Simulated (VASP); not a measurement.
# Ca2Zr (Fd-3m) in VASP: notebook

The runs below take Ca2Zr through single point, with PBE.

Everything below comes from runs of VASP 6.6.1. Logs are shortened: lines on timing, memory, paths and dates and some standing lists are left out, and cuts for length are marked.

### Step 1. The cell of the first run

It takes space group Fd-3m (No. 227, cubic). Conventional cell: a = 8.370 Å, b = 8.370 Å, c = 8.370 Å, α = 90.00°, β = 90.00°, γ = 90.00°. Ca (site symmetry -3m) has 6 Ca at 2.96 Å and 6 Zr at 3.47 Å within 3.9 Å. Zr (site symmetry -43m) has 12 Ca at 3.47 Å and 4 Zr at 3.62 Å within 4.6 Å.

### Step 2. Single point, PBE

INCAR

```
PREC     = Accurate       # precision mode
ENCUT    = 520            # plane-wave cutoff, eV
EDIFF    = 1E-6           # SCF threshold, eV
ISMEAR   = 0              # smearing method
SIGMA    = 0.1            # smearing width, eV
LREAL    = False          # projectors in reciprocal space
LASPH    = True           # aspherical terms in the spheres
NELM     = 60             # most SCF steps
ALGO     = Normal         # electronic algorithm
ISIF     = 2              # what is computed and relaxed
LWAVE    = False          # write WAVECAR
LCHARG   = True           # write CHGCAR
GGA      = PE             # functional
LELF     = True           # ELF
LVHAR    = True         
NBANDS   = 41             # bands
```

KPOINTS

```
regular mesh
0
Gamma
  4 4 4
```

POSCAR

```
Ca2Zr
1.0
    0.0000000000      4.1852070506      4.1852070506
    4.1852070506      0.0000000000      4.1852070506
    4.1852070506      4.1852070506      0.0000000000
Ca Zr
4 2
Direct
    0.6250000000      0.6250000000      0.6250000000
    0.1250000000      0.6250000000      0.6250000000
    0.6250000000      0.6250000000      0.1250000000
    0.6250000000      0.1250000000      0.6250000000
    0.0000000000      0.0000000000      0.0000000000
    0.2500000000      0.2500000000      0.2500000000
```

Potentials or basis: VASP PAW PBE potentials, release 64 (Ca_sv, Zr_sv).

Command:

```sh
cat potpaw_PBE.64/Ca_sv/POTCAR potpaw_PBE.64/Zr_sv/POTCAR > POTCAR
mpirun -np 1 vasp_std > vasp.out
```

OUTCAR:

```text
PREC = Accurate
   ENCUT = 520
   EDIFF = 1E-6
   ISMEAR = 0
   LREAL = False
   LASPH = True
   NELM = 60
   ISIF = 2
   GGA = PE

 ion  position               nearest neighbor table
   1  0.625  0.625  0.625-   2 2.96   3 2.96   4 2.96   3 2.96   4 2.96   2 2.96   6 3.47   5 3.47
                             6 3.47   5 3.47   6 3.47   5 3.47
   2  0.125  0.625  0.625-   1 2.96   3 2.96   4 2.96   1 2.96   3 2.96   4 2.96   5 3.47   6 3.47
                             5 3.47   5 3.47   6 3.47   6 3.47
   3  0.625  0.625  0.125-   1 2.96   1 2.96   2 2.96   4 2.96   4 2.96   2 2.96   6 3.47   5 3.47
                             6 3.47   5 3.47   6 3.47   5 3.47
   4  0.625  0.125  0.625-   1 2.96   3 2.96   1 2.96   2 2.96   3 2.96   2 2.96   5 3.47   6 3.47
                             5 3.47   6 3.47   6 3.47   5 3.47
   5  0.000  0.000  0.000-   1 3.47   3 3.47   4 3.47   1 3.47   2 3.47   3 3.47   1 3.47   2 3.47
                             4 3.47   2 3.47   4 3.47   3 3.47   6 3.62   6 3.62   6 3.62   6 3.62
   6  0.250  0.250  0.250-   2 3.47   4 3.47   1 3.47   2 3.47   4 3.47   1 3.47   2 3.47   3 3.47
                             1 3.47   3 3.47   4 3.47   3 3.47   5 3.62   5 3.62   5 3.62   5 3.62

  LATTYP: Found a face centered cubic cell.
 ALAT       =     8.3704141012

  Lattice vectors:

 A1 = (   0.0000000000,   4.1852070506,   4.1852070506)
 A2 = (   4.1852070506,   0.0000000000,   4.1852070506)
 A3 = (   4.1852070506,   4.1852070506,   0.0000000000)

Analysis of symmetry for initial positions (statically):
=====================================================================
 Subroutine PRICEL returns:
 Original cell was already a primitive cell.

 Routine SETGRP: Setting up the symmetry group for a
 face centered cubic supercell.

 Subroutine GETGRP returns: Found 48 space group operations
 (whereof 24 operations were pure point group operations)
 out of a pool of 48 trial point group operations.

The static configuration has the point symmetry T_d .
 The point group associated with its full space group is O_h .

Analysis of symmetry for dynamics (positions and initial velocities):
=====================================================================
 Subroutine PRICEL returns:
 Original cell was already a primitive cell.

 Routine SETGRP: Setting up the symmetry group for a
 face centered cubic supercell.

 Subroutine GETGRP returns: Found 48 space group operations
 (whereof 24 operations were pure point group operations)
 out of a pool of 48 trial point group operations.

The dynamic configuration has the point symmetry T_d .
 The point group associated with its full space group is O_h .

 Subroutine INISYM returns: Found 48 space group operations
 (whereof 24 operations are pure point group operations),
 and found     1 'primitive' translations

----------------------------------------------------------------------------------------

                                     Primitive cell

  volume of cell :     146.6158

  direct lattice vectors                    reciprocal lattice vectors
     0.000000000  4.185207051  4.185207051    -0.119468402  0.119468402  0.119468402
     4.185207051  0.000000000  4.185207051     0.119468402 -0.119468402  0.119468402
     4.185207051  4.185207051  0.000000000     0.119468402  0.119468402 -0.119468402

  length of vectors
     5.918776572  5.918776572  5.918776572     0.206925343  0.206925343  0.206925343

  position of ions in fractional coordinates (direct lattice)
     0.625000000  0.625000000  0.625000000
     0.125000000  0.625000000  0.625000000
     0.625000000  0.625000000  0.125000000
     0.625000000  0.125000000  0.625000000
     0.000000000  0.000000000  0.000000000
     0.250000000  0.250000000  0.250000000

  ion indices of the primitive-cell ions
   primitive index   ion index
                 1           1
                 2           2
                 3           3
                 4           4
                 5           5
                 6           6

----------------------------------------------------------------------------------------

 KPOINTS: regular mesh

Automatic generation of k-mesh.
 Grid dimensions read from file:
 generate k-points for:    4    4    4

 Generating k-lattice:

  Cartesian coordinates                     Fractional coordinates (reciprocal lattice)
    -0.029867101  0.029867101  0.029867101     0.250000000  0.000000000  0.000000000
     0.029867101 -0.029867101  0.029867101     0.000000000  0.250000000  0.000000000
     0.029867101  0.029867101 -0.029867101     0.000000000  0.000000000  0.250000000

  Length of vectors
     0.051731336  0.051731336  0.051731336

  Shift w.r.t. Gamma in fractional coordinates (k-lattice)
     0.000000000  0.000000000  0.000000000

 Subroutine IBZKPT returns following result:
 ===========================================

 Found      8 irreducible k-points:

 Following reciprocal coordinates:
            Coordinates               Weight
  0.000000  0.000000  0.000000      1.000000
  0.250000  0.000000  0.000000      8.000000
  0.500000  0.000000  0.000000      4.000000
  0.250000  0.250000  0.000000      6.000000
  0.500000  0.250000  0.000000     24.000000
 -0.250000  0.250000  0.000000     12.000000
  0.500000  0.500000  0.000000      3.000000
 -0.250000  0.500000  0.250000      6.000000
   k-points           NKPTS =      8   k-points in BZ     NKDIM =      8   number of bands    NBANDS=     41
   number of dos      NEDOS =    301   number of ions     NIONS =      6
   total plane-waves  NPLWV = 110592
   dimension x,y,z NGX =    48 NGY =   48 NGZ =   48
   dimension x,y,z NGXF=    96 NGYF=   96 NGZF=   96
   ions per type =               4   2
   NGX,Y,Z   is equivalent  to a cutoff of  13.48, 13.48, 13.48 a.u.
   NGXF,Y,Z  is equivalent  to a cutoff of  26.96, 26.96, 26.96 a.u.
 SYSTEM =  unknown system
   PREC   = accura    normal or accurate (medium, high low for compatibility)
   ISTART =      0    job   : 0-new  1-cont  2-samecut
   ICHARG =      2    charge: 1-file 2-atom 10-const
   ISPIN  =      1    spin polarized calculation?
   LNONCOLLINEAR =      F non collinear calculations
   LSORBIT =      F    spin-orbit coupling
   LASPH  =      T    aspherical Exc in radial PAW
   ENCUT  =  520.0 eV  38.22 Ry    6.18 a.u.  11.01 11.01 11.01*2*pi/ulx,y,z
   NELM   =     60;   NELMIN=  2; NELMDL= -5     # of ELM steps
   EDIFF  = 0.1E-05   stopping-criterion for ELM
   LREAL  =      F    real-space projection
   EDIFFG = 0.1E-04   stopping-criterion for IOM
   NSW    =      0    number of steps for IOM
   IBRION =     -1    ionic relax: 0-MD 1-quasi-New 2-CG
   NFREE  =      0    steps in history (QN), initial steepest desc. (CG)
   ISIF   =      2    stress and relaxation
   ISYM   =      2    0-nonsym 1-usesym 2-fastsym
   POTIM  = 0.5000    time-step for ionic-motion
   TEBEG  =    0.0;   TEEND  =   0.0 temperature during run
   PSTRESS=    0.0 pullay stress
   NELECT =      64.0000    total number of electrons
   NUPDOWN=      -1.0000    fix difference up-down
   EMIN   =  10.00;   EMAX   =-10.00  energy-range for DOS
   EFERMI =   0.00;   METHOD = LEGACY
   ISMEAR =     0;   SIGMA  =   0.10  broadening in eV -4-tet -1-fermi 0-gaus
   EFERMI_NEDOS =   21; number of points for ismear=-14 and -15
   IALGO  =     38    algorithm
   IMIX   =      4    mixing-type and parameters
     AMIX     =   0.40;   BMIX     =  1.00
     AMIX_MAG =   1.60;   BMIX_MAG =  1.00
  volume/ion in A,a.u.               =      24.44       164.90
  Fermi-wavevector in a.u.,A,eV,Ry     =   1.241865  2.346785 20.983310  1.542230
  Thomas-Fermi vector in A             =   2.376245
   LORBIT       =      0    0 simple, 1 ext, 2 COOP (PROOUT), +10 PAW based schemes
   GGA     = PE    functional components
   LHFCALC =     F    Hartree Fock is set to
   AEXX    =    0.0000 exact exchange contribution
   IVDW    =     0    specifies the selected vdW correction
   LEPSILON=     F    determine dielectric tensor
   LRPA    =     F    only Hartree local field effects (RPA)
 non-spin polarized calculation
 Gauss-broadening in eV      SIGMA  =   0.10
  energy-cutoff  :      520.00
  volume of cell :      146.62
 maximum number of plane-waves:      3984
 NGX is ok and might be reduce to    48
   NGX = 21   NGY = 21   NGZ = 21

 number of electron      64.0000006 magnetization

 Free energy of the ion-electron system (eV)
  ---------------------------------------------------
  ext. energy  EPLUGINS =         0.00000000
  ---------------------------------------------------
  free energy    TOTEN  =       -18.13461908 eV

  energy without entropy =      -18.08253764  energy(sigma->0) =      -18.10857836

 E-fermi :   5.7114     XC(G=0): -10.0590

 val. band max:        5.6880444668   @ k =   0.5000   0.0000   0.0000
 cond. band min:       5.7851471208   @ k =   0.5000   0.2500   0.0000
 fundamental gap:      0.0971026540
 Fermi energy:         5.7114223172

 k-point     1 :       0.0000    0.0000    0.0000
  band No.  band energies     occupation
      1     -43.1770      2.00000
      2     -43.1579      2.00000
      3     -35.1370      2.00000
      4     -34.8670      2.00000
      5     -34.8670      2.00000
      6     -34.8670      2.00000
[... 33 lines left out ...]
     40       8.2871      0.00000
     41       8.3341      0.00000

 k-point     2 :       0.2500    0.0000    0.0000
  band No.  band energies     occupation
      1     -43.1750      2.00000
      2     -43.1599      2.00000
      3     -35.1097      2.00000
      4     -34.8962      2.00000
      5     -34.8671      2.00000
      6     -34.8671      2.00000
[... 33 lines left out ...]
     40       8.1846      0.00000
     41       8.2194      0.00000

 k-point     3 :       0.5000    0.0000    0.0000
  band No.  band energies     occupation
      1     -43.1722      2.00000
      2     -43.1627      2.00000
      3     -35.0714      2.00000
      4     -34.9365      2.00000
      5     -34.8672      2.00000
      6     -34.8672      2.00000
[... 33 lines left out ...]
     40       7.3870      0.00000
     41       7.5426      0.00000

 k-point     4 :       0.2500    0.2500    0.0000
  band No.  band energies     occupation
      1     -43.1742      2.00000
      2     -43.1607      2.00000
      3     -35.0987      2.00000
      4     -34.9077      2.00000
      5     -34.8672      2.00000
      6     -34.8672      2.00000
[... 33 lines left out ...]
     40       8.1198      0.00000
     41       8.1717      0.00000

 k-point     5 :       0.5000    0.2500    0.0000
  band No.  band energies     occupation
      1     -43.1708      2.00000
      2     -43.1641      2.00000
      3     -35.0519      2.00000
      4     -34.9564      2.00000
      5     -34.8674      2.00000
      6     -34.8673      2.00000
[... 33 lines left out ...]
     40       7.5180      0.00000
     41       7.9126      0.00000

 k-point     6 :      -0.2500    0.2500    0.0000
  band No.  band energies     occupation
      1     -43.1722      2.00000
      2     -43.1627      2.00000
      3     -35.0714      2.00000
      4     -34.9363      2.00000
      5     -34.8673      2.00000
      6     -34.8672      2.00000
[... 33 lines left out ...]
     40       7.5656      0.00000
     41       7.7208      0.00000

 k-point     7 :       0.5000    0.5000    0.0000
  band No.  band energies     occupation
      1     -43.1675      2.00000
      2     -43.1675      2.00000
      3     -35.0044      2.00000
      4     -35.0044      2.00000
      5     -34.8675      2.00000
      6     -34.8675      2.00000
[... 33 lines left out ...]
     40       7.7213      0.00000
     41       8.0662      0.00000

 k-point     8 :      -0.2500    0.5000    0.2500
  band No.  band energies     occupation
      1     -43.1675      2.00000
      2     -43.1675      2.00000
      3     -35.0044      2.00000
      4     -35.0044      2.00000
      5     -34.8674      2.00000
      6     -34.8674      2.00000
[... 33 lines left out ...]
     40       7.4621      0.00000
     41       7.7539      0.00000

------------------------ aborting loop because EDIFF is reached ----------------------------------------

  FORCE on cell =-STRESS in cart. coord.  units (eV):
  Direction    XX          YY          ZZ          XY          YZ          ZX
  --------------------------------------------------------------------------------------
  -------------------------------------------------------------------------------------
  Total       11.7785624     11.7785624     11.7785624      0.0000000      0.0000000     -0.0000000
  in kB      128.7128865    128.7128865    128.7128865      0.0000000      0.0000000     -0.0000000
  external PRESSURE =     128.7128865 kB  Pullay stress =       0.0000000 kB

 VOLUME and BASIS-vectors are now :
 -----------------------------------------------------------------------------
  energy-cutoff  :      520.00
  volume of cell :      146.62
      direct lattice vectors                 reciprocal lattice vectors
     0.000000000  4.185207051  4.185207051    -0.119468402  0.119468402  0.119468402
     4.185207051  0.000000000  4.185207051     0.119468402 -0.119468402  0.119468402
     4.185207051  4.185207051  0.000000000     0.119468402  0.119468402 -0.119468402

 POSITION                                       TOTAL-FORCE (eV/Angst)
 -----------------------------------------------------------------------------------
      5.23151      5.23151      5.23151         0.000000      0.000000      0.000000
      5.23151      3.13891      3.13891         0.000000      0.000000      0.000000
      3.13891      3.13891      5.23151         0.000000      0.000000      0.000000
      3.13891      5.23151      3.13891         0.000000      0.000000      0.000000
      0.00000      0.00000      0.00000        -0.000000     -0.000000     -0.000000
      2.09260      2.09260      2.09260         0.000000     -0.000000      0.000000
 -----------------------------------------------------------------------------------
    total drift:                                0.000000      0.000000     -0.000000

  FREE ENERGIE OF THE ION-ELECTRON SYSTEM (eV)
  ---------------------------------------------------
  free  energy   TOTEN  =       -18.1346190837 eV

  energy  without entropy=      -18.0825376355  energy(sigma->0) =      -18.10857836
```

It took 70 s on 1 thread of AMD EPYC 7R43 (Zen 3), shared host; peak memory 0.29 GiB.

Results:

| Property | Result |
| --- | --- |
| Free energy | -18.1346 eV |
| Pressure | 12.9 GPa |
| Band gap on the k mesh | zero (band 32 reaches 5.82 eV, above the bottom of band 33 at 5.59 eV) |

Levels at points of the mesh, in eV from the Fermi level:
| k point | band 30 | band 31 | band 32 | band 33 | band 34 | band 35 |
| --- | --- | --- | --- | --- | --- | --- |
| (0.00, 0.00, 0.00) | -0.21 | -0.21 | -0.12 | -0.12 | -0.12 | 0.31 |
| (0.50, 0.00, 0.00) | -0.12 | -0.12 | -0.02 | 0.24 | 0.24 | 0.61 |
| (0.50, 0.50, 0.00) | -0.23 | -0.15 | -0.15 | 0.18 | 0.18 | 0.36 |

(Part 1 of 2 ends here.)
